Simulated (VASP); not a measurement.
# BaBCl3 (P-4m2) in VASP: single point with PBE

Aim: the single point of BaBCl3 with PBE.

All numbers are computed with VASP 6.6.1; they aren't measurements. Logs are shortened: lines on timing, memory, paths and dates and some standing lists are left out, and cuts for length are marked.

### 1 The cell of the first run

The structure is tetragonal, space group P-4m2 (No. 115). Conventional cell: a = 4.156 Å, b = 4.156 Å, c = 11.061 Å, α = 90.00°, β = 90.00°, γ = 90.00°. Ba (site symmetry -4m2) has 4 Cl at 2.85 Å within 3.8 Å. Within 3.9 Å of B (site symmetry -4m2) lie 4 Cl at 2.94 Å. Within 3.8 Å of Cl (site symmetry 2mm) lie 2 Ba at 2.85 Å. Cl (site symmetry -4m2) has 4 B at 2.94 Å within 3.9 Å.

The cell was built from a structure type or drawn by symmetry, and may not be a known phase.

### 2 Single point, PBE

File INCAR:

```
SYSTEM = BaBCl3
  PREC = Accurate
  ENCUT = 910
  EDIFF = 1E-6
  ISMEAR = 0
  SIGMA = 0.1
  LREAL = .False.
  LASPH = .True.
  NELM = 120
  ALGO = Normal
  ISIF = 2
  LWAVE = .False.
  LCHARG = .False.
  GGA = PE
  NBANDS = 25
  GGA_COMPAT = .False.
```

File KPOINTS:

```
regular mesh
0
Gamma
  4 4 4
  0 0 0
```

File POSCAR:

```
BaBCl3
1.0
    4.1560216906      0.0000000000      0.0000000000
    0.0000000000      4.1560216906      0.0000000000
    0.0000000000      0.0000000000     11.0609388172
Ba B Cl
1 1 3
Direct
    0.0000000000      0.0000000000      0.0000000000
    0.0000000000      0.0000000000      0.5000000000
    0.0000000000      0.5000000000      0.1767392122
    0.5000000000      0.0000000000      0.8232607878
    0.5000000000      0.5000000000      0.5000000000
```

Potentials or basis: VASP PAW PBE potentials, release 64 (Ba_sv, B_h, Cl).

The run is started by

```sh
$ cat potpaw_PBE.64/Ba_sv/POTCAR potpaw_PBE.64/B_h/POTCAR potpaw_PBE.64/Cl/POTCAR > POTCAR
$ mpirun -np 1 vasp_std > vasp.out
```

OUTCAR:

```text
SYSTEM = BaBCl3
   PREC = Accurate
   ENCUT = 910
   EDIFF = 1E-6
   ISMEAR = 0
   LREAL = .False.
   LASPH = .True.
   NELM = 120
   ISIF = 2
   GGA = PE

 ion  position               nearest neighbor table
   1  0.000  0.000  0.000-   3 2.85   4 2.85   3 2.85   4 2.85
   2  0.000  0.000  0.500-
   3  0.000  0.500  0.177-   1 2.85   1 2.85
   4  0.500  0.000  0.823-   1 2.85   1 2.85
   5  0.500  0.500  0.500-

  LATTYP: Found a simple tetragonal cell.
 ALAT       =     4.1560216906
 C/A-ratio  =     2.6614247087

  Lattice vectors:

 A1 = (   4.1560216906,   0.0000000000,   0.0000000000)
 A2 = (   0.0000000000,   4.1560216906,   0.0000000000)
 A3 = (   0.0000000000,   0.0000000000,  11.0609388172)

Analysis of symmetry for initial positions (statically):
=====================================================================
 Subroutine PRICEL returns:
 Original cell was already a primitive cell.

 Routine SETGRP: Setting up the symmetry group for a
 simple tetragonal supercell.

 Subroutine GETGRP returns: Found  8 space group operations
 (whereof  8 operations were pure point group operations)
 out of a pool of 16 trial point group operations.

The static configuration has the point symmetry D_2d.

Analysis of symmetry for dynamics (positions and initial velocities):
=====================================================================
 Subroutine PRICEL returns:
 Original cell was already a primitive cell.

 Routine SETGRP: Setting up the symmetry group for a
 simple tetragonal supercell.

 Subroutine GETGRP returns: Found  8 space group operations
 (whereof  8 operations were pure point group operations)
 out of a pool of 16 trial point group operations.

The dynamic configuration has the point symmetry D_2d.

 Subroutine INISYM returns: Found  8 space group operations
 (whereof  8 operations are pure point group operations),
 and found     1 'primitive' translations

----------------------------------------------------------------------------------------

                                     Primitive cell

  volume of cell :     191.0502

  direct lattice vectors                    reciprocal lattice vectors
     4.156021691  0.000000000  0.000000000     0.240614721  0.000000000  0.000000000
     0.000000000  4.156021691  0.000000000     0.000000000  0.240614721  0.000000000
     0.000000000  0.000000000 11.060938817     0.000000000  0.000000000  0.090408239

  length of vectors
     4.156021691  4.156021691 11.060938817     0.240614721  0.240614721  0.090408239

  position of ions in fractional coordinates (direct lattice)
     0.000000000  0.000000000  0.000000000
     0.000000000  0.000000000  0.500000000
     0.000000000  0.500000000  0.176739212
     0.500000000  0.000000000  0.823260788
     0.500000000  0.500000000  0.500000000

  ion indices of the primitive-cell ions
   primitive index   ion index
                 1           1
                 2           2
                 3           3
                 4           4
                 5           5

----------------------------------------------------------------------------------------

 KPOINTS: regular mesh

Automatic generation of k-mesh.
 Grid dimensions read from file:
 generate k-points for:    4    4    4

 Generating k-lattice:

  Cartesian coordinates                     Fractional coordinates (reciprocal lattice)
     0.060153680  0.000000000  0.000000000     0.250000000  0.000000000  0.000000000
     0.000000000  0.060153680  0.000000000     0.000000000  0.250000000  0.000000000
     0.000000000  0.000000000  0.022602060     0.000000000  0.000000000  0.250000000

  Length of vectors
     0.060153680  0.060153680  0.022602060

  Shift w.r.t. Gamma in fractional coordinates (k-lattice)
     0.000000000  0.000000000  0.000000000

 Subroutine IBZKPT returns following result:
 ===========================================

 Found     18 irreducible k-points:

 Following reciprocal coordinates:
            Coordinates               Weight
  0.000000  0.000000  0.000000      1.000000
  0.250000  0.000000  0.000000      4.000000
  0.500000  0.000000  0.000000      2.000000
  0.250000  0.250000  0.000000      4.000000
  0.500000  0.250000  0.000000      4.000000
  0.500000  0.500000  0.000000      1.000000
[... 10 lines left out ...]
  0.500000  0.250000  0.500000      4.000000
  0.500000  0.500000  0.500000      1.000000
   k-points           NKPTS =     18   k-points in BZ     NKDIM =     18   number of bands    NBANDS=     25
   number of dos      NEDOS =    301   number of ions     NIONS =      5
   total plane-waves  NPLWV = 197568
   dimension x,y,z NGX =    42 NGY =   42 NGZ =  112
   dimension x,y,z NGXF=    84 NGYF=   84 NGZF=  224
   ions per type =               1   1   3
   NGX,Y,Z   is equivalent  to a cutoff of  16.80, 16.80, 16.83 a.u.
   NGXF,Y,Z  is equivalent  to a cutoff of  33.60, 33.60, 33.67 a.u.
 SYSTEM =  BaBCl3
   PREC   = accura    normal or accurate (medium, high low for compatibility)
   ISTART =      0    job   : 0-new  1-cont  2-samecut
   ICHARG =      2    charge: 1-file 2-atom 10-const
   ISPIN  =      1    spin polarized calculation?
   LNONCOLLINEAR =      F non collinear calculations
   LSORBIT =      F    spin-orbit coupling
   LASPH  =      T    aspherical Exc in radial PAW
   ENCUT  =  910.0 eV  66.88 Ry    8.18 a.u.  10.22 10.22 27.21*2*pi/ulx,y,z
   NELM   =    120;   NELMIN=  2; NELMDL= -5     # of ELM steps
   EDIFF  = 0.1E-05   stopping-criterion for ELM
   LREAL  =      F    real-space projection
   EDIFFG = 0.1E-04   stopping-criterion for IOM
   NSW    =      0    number of steps for IOM
   IBRION =     -1    ionic relax: 0-MD 1-quasi-New 2-CG
   NFREE  =      0    steps in history (QN), initial steepest desc. (CG)
   ISIF   =      2    stress and relaxation
   ISYM   =      2    0-nonsym 1-usesym 2-fastsym
   POTIM  = 0.5000    time-step for ionic-motion
   TEBEG  =    0.0;   TEEND  =   0.0 temperature during run
   PSTRESS=    0.0 pullay stress
   NELECT =      34.0000    total number of electrons
   NUPDOWN=      -1.0000    fix difference up-down
   EMIN   =  10.00;   EMAX   =-10.00  energy-range for DOS
   EFERMI =   0.00;   METHOD = LEGACY
   ISMEAR =     0;   SIGMA  =   0.10  broadening in eV -4-tet -1-fermi 0-gaus
   EFERMI_NEDOS =   21; number of points for ismear=-14 and -15
   IALGO  =     38    algorithm
   IMIX   =      4    mixing-type and parameters
     AMIX     =   0.40;   BMIX     =  1.00
     AMIX_MAG =   1.60;   BMIX_MAG =  1.00
  volume/ion in A,a.u.               =      38.21       257.85
  Fermi-wavevector in a.u.,A,eV,Ry     =   0.920842  1.740140 11.537068  0.847951
  Thomas-Fermi vector in A             =   2.046193
   LORBIT       =      0    0 simple, 1 ext, 2 COOP (PROOUT), +10 PAW based schemes
   GGA     = PE    functional components
   LHFCALC =     F    Hartree Fock is set to
   AEXX    =    0.0000 exact exchange contribution
   IVDW    =     0    specifies the selected vdW correction
   LEPSILON=     F    determine dielectric tensor
   LRPA    =     F    only Hartree local field effects (RPA)
 non-spin polarized calculation
 Gauss-broadening in eV      SIGMA  =   0.10
  energy-cutoff  :      910.00
  volume of cell :      191.05
 maximum number of plane-waves:     12008
 NGX is ok and might be reduce to    42
   NGX = 21   NGY = 21   NGZ = 55

 number of electron      34.0000000 magnetization

 Free energy of the ion-electron system (eV)
  ---------------------------------------------------
  ext. energy  EPLUGINS =         0.00000000
  ---------------------------------------------------
  free energy    TOTEN  =       -16.25736884 eV

  energy without entropy =      -16.25736884  energy(sigma->0) =      -16.25736884

 E-fermi :  -0.4034     XC(G=0):  -6.8072

 val. band max:       -0.8795684860   @ k =   0.5000   0.0000   0.0000
 cond. band min:       0.9495442986   @ k =   0.5000   0.0000   0.5000
 fundamental gap:      1.8291127845
 Fermi energy:        -0.4034199032

 k-point     1 :       0.0000    0.0000    0.0000
  band No.  band energies     occupation
      1     -27.9025      2.00000
      2     -15.5930      2.00000
      3     -14.9250      2.00000
      4     -13.9015      2.00000
      5     -13.0669      2.00000
      6     -13.0669      2.00000
[... 17 lines left out ...]
     24       5.0763      0.00000
     25       5.7315      0.00000

 k-point     2 :       0.2500    0.0000    0.0000
  band No.  band energies     occupation
      1     -27.8810      2.00000
      2     -15.5277      2.00000
      3     -15.0778      2.00000
      4     -13.8494      2.00000
      5     -13.0872      2.00000
      6     -13.0424      2.00000
[... 17 lines left out ...]
     24       4.2779      0.00000
     25       5.3958      0.00000

 k-point     3 :       0.5000    0.0000    0.0000
  band No.  band energies     occupation
      1     -27.8593      2.00000
      2     -15.4519      2.00000
      3     -15.2565      2.00000
      4     -13.7950      2.00000
      5     -13.0176      2.00000
      6     -12.9140      2.00000
[... 17 lines left out ...]
     24       4.9057      0.00000
     25       5.1180      0.00000

 k-point     4 :       0.2500    0.2500    0.0000
  band No.  band energies     occupation
      1     -27.8598      2.00000
      2     -15.4763      2.00000
      3     -15.1782      2.00000
      4     -13.8022      2.00000
      5     -13.2377      2.00000
      6     -12.9507      2.00000
[... 17 lines left out ...]
     24       4.8895      0.00000
     25       5.4988      0.00000
[... 309 lines left out ...]
 k-point    16 :       0.2500    0.2500    0.5000
  band No.  band energies     occupation
      1     -27.8598      2.00000
      2     -15.4765      2.00000
      3     -15.1778      2.00000
      4     -13.8023      2.00000
      5     -13.2377      2.00000
      6     -12.9509      2.00000
[... 17 lines left out ...]
     24       4.9163      0.00000
     25       5.3973      0.00000

 k-point    17 :       0.5000    0.2500    0.5000
  band No.  band energies     occupation
      1     -27.8383      2.00000
      2     -15.4214      2.00000
      3     -15.3078      2.00000
      4     -13.7535      2.00000
      5     -13.1979      2.00000
      6     -12.8850      2.00000
[... 17 lines left out ...]
     24       5.1791      0.00000
     25       5.7366      0.00000

 k-point    18 :       0.5000    0.5000    0.5000
  band No.  band energies     occupation
      1     -27.8170      2.00000
      2     -15.3905      2.00000
      3     -15.3905      2.00000
      4     -13.7109      2.00000
      5     -13.1262      2.00000
      6     -12.8556      2.00000
[... 17 lines left out ...]
     24       6.0738      0.00000
     25       6.0977      0.00000

------------------------ aborting loop because EDIFF is reached ----------------------------------------

  FORCE on cell =-STRESS in cart. coord.  units (eV):
  Direction    XX          YY          ZZ          XY          YZ          ZX
  --------------------------------------------------------------------------------------
  -------------------------------------------------------------------------------------
  Total        0.3713770      0.3713770      0.7376671      0.0000000      0.0000000      0.0000000
  in kB        3.1144257      3.1144257      6.1861923      0.0000000      0.0000000      0.0000000
  external PRESSURE =       4.1383479 kB  Pullay stress =       0.0000000 kB

 VOLUME and BASIS-vectors are now :
 -----------------------------------------------------------------------------
  energy-cutoff  :      910.00
  volume of cell :      191.05
      direct lattice vectors                 reciprocal lattice vectors
     4.156021691  0.000000000  0.000000000     0.240614721  0.000000000  0.000000000
     0.000000000  4.156021691  0.000000000     0.000000000  0.240614721  0.000000000
     0.000000000  0.000000000 11.060938817     0.000000000  0.000000000  0.090408239

 POSITION                                       TOTAL-FORCE (eV/Angst)
 -----------------------------------------------------------------------------------
      0.00000      0.00000      0.00000         0.000000      0.000000      0.000000
      0.00000      0.00000      5.53047         0.000000     -0.000000      0.000000
      0.00000      2.07801      1.95490        -0.000000     -0.000000      0.136825
      2.07801      0.00000      9.10604         0.000000     -0.000000     -0.136825
      2.07801      2.07801      5.53047         0.000000      0.000000      0.000000
 -----------------------------------------------------------------------------------
    total drift:                                0.000000      0.000000     -0.000000

  FREE ENERGIE OF THE ION-ELECTRON SYSTEM (eV)
  ---------------------------------------------------
  free  energy   TOTEN  =       -16.2573688417 eV

  energy  without entropy=      -16.2573688417  energy(sigma->0) =      -16.25736884
```

It took 1.8 min on 1 thread of Intel Xeon 6975P-C (Granite Rapids), shared host; peak memory 0.59 GiB.

Results:

| Property | Result |
| --- | --- |
| Free energy | -16.2574 eV |
| Pressure | 0.4 GPa |
| Largest force | 0.137 eV/Å |
| Band gap on the k mesh | 1.83 eV |

Forces on the atoms (eV/Å):
```
Ba   0.000  0.000  0.000
B    0.000  0.000  0.000
Cl   0.000  0.000  0.137
Cl   0.000  0.000 -0.137
Cl   0.000  0.000  0.000
```

Caveat: spin-orbit coupling is left out, which moves the levels of the heavy elements. A k mesh can miss the band edges.
